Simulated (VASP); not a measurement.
Runs of VASP 6.6.1 on Os. The structure is that of space group P6_3/mmc (No. 194), or close to it. The cells are those of the table. 

```tsv
task	cell	k mesh	cutoff (eV)	smearing	gap on the mesh (eV)	pressure (GPa)
single point	a = 2.729, b = 2.729, c = 4.311 Å, angles 90.0, 90.0, 120.0°, 2 atoms	18 × 18 × 12	520	fermi-dirac 0.15 eV	none	(a)
single point	a = 2.734, b = 2.734, c = 4.320 Å, angles 90.0, 90.0, 120.0°, 2 atoms	9 × 9 × 4	520	gaussian 0.1 eV	none	-2.5
single point	a = 2.727, b = 2.727, c = 4.313 Å, angles 90.0, 90.0, 120.0°, 2 atoms	18 × 18 × 10	520	gaussian 0.1 eV	none	0.5
relaxation of cell and atoms	relaxed from a = 2.727, b = 2.727, c = 4.313 Å, angles 90.0, 90.0, 120.0°, 2 atoms	18 × 18 × 12	600	fermi-dirac 0.15 eV	none	0.0
```

Alike in all rows: level PBEsol; potentials or basis VASP PAW PBE potentials, release 64 (Os); no spin polarisation.

Task: Fill in the values left out.

Result: (a) 0.4.

Caveats: some runs use coarse meshes; the PAW data sets were made with another functional, which shifts forces and pressure a little; spin-orbit coupling is left out, which moves the levels of the heavy elements.

A k mesh can miss the band edges, and the runs leave out spin-orbit coupling on Os.

A gap of «none» marks levels without a gap at the run's occupations.
